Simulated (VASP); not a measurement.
A run of VASP 6.6.1 is set up as follows.

INCAR

```
SYSTEM = C20O
PREC = Accurate
ENCUT = 520
EDIFF = 1E-7
ISMEAR = 0
SIGMA = 0.1
LREAL = Auto
LASPH = .True.
NELM = 100
ALGO = Normal
ISIF = 2
LWAVE = .False.
LCHARG = .True.
LDIPOL = .True.
IDIPOL = 3
DIPOL = 0.5 0.5 0.325
GGA = PE
LELF = .True.
LVHAR = .True.
LVACPOTAV = .True.
NBANDS = 59
```

Contents of KPOINTS:

```
Automatic mesh
0
Gamma
  4 3 1
  0 0 0
```

The input POSCAR:

```
C20O
1.0
    8.5436715405      0.0000000000      0.0000000000
   -2.1359178851      8.6110540208      0.0000000000
    0.0000000000      0.0000000000     20.2788032239
C O
20 1
Direct
    0.0782061927      0.9794914374      0.1972502990
    0.5782061927      0.9794914374      0.1972502990
    0.4115395260      0.9794914374      0.1972502990
    0.9115395260      0.9794914374      0.1972502990
    0.3230790521      0.9589828748      0.2574344206
    0.8230790520      0.9589828748      0.2574344206
    0.1564123854      0.9589828748      0.2574344206
    0.6564123854      0.9589828748      0.2574344206
    0.0669022322      0.9383832545      0.3175270258
    0.5669022322      0.9383832545      0.3175270258
    0.4022890672      0.9383830569      0.3175270292
    0.9022890672      0.9383830569      0.3175270292
    0.3111132839      0.9176696404      0.3778998177
    0.8111132839      0.9176696404      0.3778998177
    0.1477212297      0.9176696493      0.3778997293
    0.6477212297      0.9176696493      0.3778997293
    0.0473700365      0.8987970040      0.4329048735
    0.5473700365      0.8987970040      0.4329048735
    0.4020265048      0.8987962851      0.4329053903
    0.9020265048      0.8987962851      0.4329053903
    0.2973700365      0.8987970040      0.4837796523
```

Potentials or basis: VASP PAW PBE potentials, release 64 (C, O).

Command:

```sh
$ cat potpaw_PBE.64/C/POTCAR potpaw_PBE.64/O/POTCAR > POTCAR
$ mpirun -np 1 vasp_std > vasp.out
```

(1) What does it give for the band gap on the k mesh?

(2) Predict the largest force.

Results:

(1) 0.08 eV (least direct gap 0.14 eV).

(2) 11.878 eV/Å.
